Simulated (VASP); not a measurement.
**Al3FeCo2: single point with PBE**

Crystal: Al3FeCo2.

```xyz
6
Lattice="4.2095 0.0000 0.0000 -2.1047 3.6455 0.0000 0.0000 0.0000 5.1556" Properties=species:S:1:pos:R:3 pbc="T T T"
Al    0.0000    0.0000    0.0000
Al    2.1047    1.2152    1.7185
Al    0.0000    2.4304    3.4370
Fe    0.0000    0.0000    2.5778
Co    0.0000    2.4304    0.8593
Co    2.1047    1.2152    4.2963
```

```json
{
 "Program": "VASP 6.6.1",
 "Task": "single point",
 "Functional": "PBE",
 "Potentials or basis": "VASP PAW PBE potentials, release 64 (Al, Fe, Co)",
 "Cutoff": "520 eV",
 "k mesh": "6 × 6 × 4",
 "Occupations": "gaussian, width 0.1 eV",
 "Spin": "collinear spin, ferromagnetic start",
 "Starting moments": "[0.0, 0.0, 0.0, 4.0, 3.0, 3.0] μB",
 "Dipole correction": "no",
 "Further INCAR settings": "ALGO = Normal; EDIFF = 1e-06; NBANDS = 30"
}
```

```yaml
Pressure: -17.0 GPa
Largest_force: 0.022 eV/Å
Net_moment: 0.25 μB per cell
Site_moments: Al -0.00; Fe +0.41; Co -0.08 μB
Valence_electrons_inside_the_program's_atomic_spheres: Al 0.76, 0.77; Fe 7.23; Co 8.22
```

Forces on the atoms (eV/Å):
```
Al   0.000  0.000  0.000
Al   0.000  0.000  0.022
Al   0.000  0.000 -0.022
Fe   0.000  0.000  0.000
Co   0.000  0.000 -0.005
Co   0.000  0.000  0.005
```

Levels at points of the mesh, in eV from the Fermi level:
Spin up:
```csv
k point,band 14,band 15,band 16,band 17,band 18,band 19,band 20,band 21,band 22,band 23
"(0.00, 0.00, 0.00)",-0.56,-0.56,-0.27,-0.27,-0.26,2.77,2.77,2.91,2.91,4.10
"(0.50, 0.00, 0.00)",-0.93,-0.80,-0.71,-0.71,-0.52,0.25,1.25,1.48,2.56,3.22
"(0.00, 0.00, 0.50)",-0.59,-0.59,0.28,0.28,2.76,2.76,2.76,3.29,3.65,3.65
"(0.50, 0.00, 0.50)",-0.87,-0.77,-0.70,-0.57,-0.18,0.59,1.41,1.59,3.02,3.32
```
Spin down:
```
           k point  band 16  band 17  band 18  band 19  band 20  band 21
(0.00, 0.00, 0.00)    -0.12    -0.12    -0.05     2.75     2.75     3.02
(0.50, 0.00, 0.00)    -0.59    -0.44    -0.30     0.40     1.18     1.64
(0.00, 0.00, 0.50)     0.39     0.39     2.77     2.77     2.78     3.28
(0.50, 0.00, 0.50)    -0.46    -0.28    -0.07     0.71     1.36     1.77
```

It took 2.5 min on 1 thread of Intel Xeon 6975P-C, on a shared host, peak memory 0.28 GiB.

Caveat: the moment fell far below its start of 4 μB, so a state of higher moment may lie lower in energy.
